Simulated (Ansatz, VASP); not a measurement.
# Two plane-wave programs on MgS

```xyz
2
Lattice="0.0000 2.5626 2.5236 2.5626 0.0000 2.5236 2.5626 2.5626 0.0000" Properties=species:S:1:pos:R:3 pbc="T T T"
Mg    0.0000    0.0000    0.0000
S     2.5626    2.5626    2.5236
```

Change from the starting cell: strain -0.015 along x and y, -0.030 along z, atoms carried along.

Alike in both runs: task single point; functional PBE; k mesh 8 × 8 × 8; occupations gaussian, width 0.05 eV; no spin polarisation.

```csv
,VASP,Ansatz
version,VASP 6.6.1,Ansatz 0.2.0
potentials or method,"VASP PAW PBE potentials, release 64 (Mg, S), cutoff 520 eV","scalar-relativistic, plane waves, PAW"
valence electrons in the cell,8,16
```

Ansatz gave:

* gap on the k mesh at the Fermi level (eV): 2.84
* least direct gap on the mesh (eV): 4.20
* pressure (GPa): 6.6
* traceless stress, the component that is largest in VASP (GPa): 1.52

Task: Which values does VASP return?

Result: gap on the k mesh at the Fermi level (eV): 2.83; least direct gap on the mesh (eV): 4.19; pressure (GPa): 6.3; traceless stress, the component that is largest in VASP (GPa): 1.51.

VASP's potentials hold 8 valence electrons a cell and Ansatz's 16, so a difference there can come from the potentials and not from the codes.
